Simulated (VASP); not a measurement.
Runs of VASP 6.6.1 on Al. The structure is that of space group Pm-3m (No. 221), or close to it. The cells are those of the table. This isn't the form of Al at room conditions, which is fcc.

```tsv
task	cell	cutoff (eV)	gap on the mesh (eV)	pressure (GPa)
single point	a = 2.707 Å, 1 atom	520	none	-0.2
single point	a = 2.522 Å, 1 atom	520	none	19.7
single point	a = 2.643 Å, 1 atom	520	none	4.8
relaxation of cell and atoms	relaxed from a = 2.630 Å, 1 atom	600	none	0.0
relaxation of cell and atoms	relaxed to 5 GPa from a = 2.630 Å, 1 atom	600	none	5.0
single point	a = 2.595 Å, 1 atom	520	none	(a)
relaxation of cell and atoms	relaxed to 10 GPa from a = 2.630 Å, 1 atom	600	none	10.0
```

Alike in all rows: level r2SCAN; potentials or basis VASP PAW PBE potentials, release 64 (Al); no spin polarisation; k mesh 18 × 18 × 18; smearing gaussian 0.05 eV.

Question: Fill in the values left out.

Answer: (a) 9.7.

Caveats: the PAW data sets were made with another functional, which shifts forces and pressure a little; the cell stands under pressure (at least some runs); the cell is relaxed towards a set pressure, so the run minimises the enthalpy, not the energy (at least some runs).

A gap of «none» marks levels without a gap at the run's occupations.
